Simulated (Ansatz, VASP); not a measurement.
**BAs in VASP and in Ansatz**

```
B As
1.0
     0.00000    2.36597    2.36597
     2.36597    0.00000    2.36597
     2.36597    2.36597    0.00000
B As
1 1
Direct
  0.00000 0.00000 0.00000
  0.25000 0.25000 0.25000
```

Alike in both runs: task single point; functional LDA; k mesh 10 × 10 × 10; occupations gaussian, width 0.02 eV; no spin polarisation.

|  | VASP | Ansatz |
| --- | --- | --- |
| version | VASP 6.6.1 | Ansatz 0.2.0 |
| potentials or method | VASP PAW LDA potentials, release 64 (B, As), cutoff 500 eV | scalar-relativistic, plane waves, PAW |
| valence electrons in the cell | 8 | 18 |

VASP gave:

| Quantity | Value |
| --- | --- |
| gap on the k mesh at the Fermi level (eV) | 1.10 |
| least direct gap on the mesh (eV) | 3.29 |
| pressure (GPa) | 1.0 |

Task: Which values does Ansatz return?

Result: gap on the k mesh at the Fermi level (eV): 1.11; least direct gap on the mesh (eV): 3.29; pressure (GPa): 0.0.

Ansatz warns that its potentials were made for another functional, while VASP's fit it. LDA's correlation is that of Perdew and Zunger in VASP and of Perdew and Wang (1992) in Ansatz. VASP's potentials hold 8 valence electrons a cell and Ansatz's 18, so a difference there can come from the potentials and not from the codes.
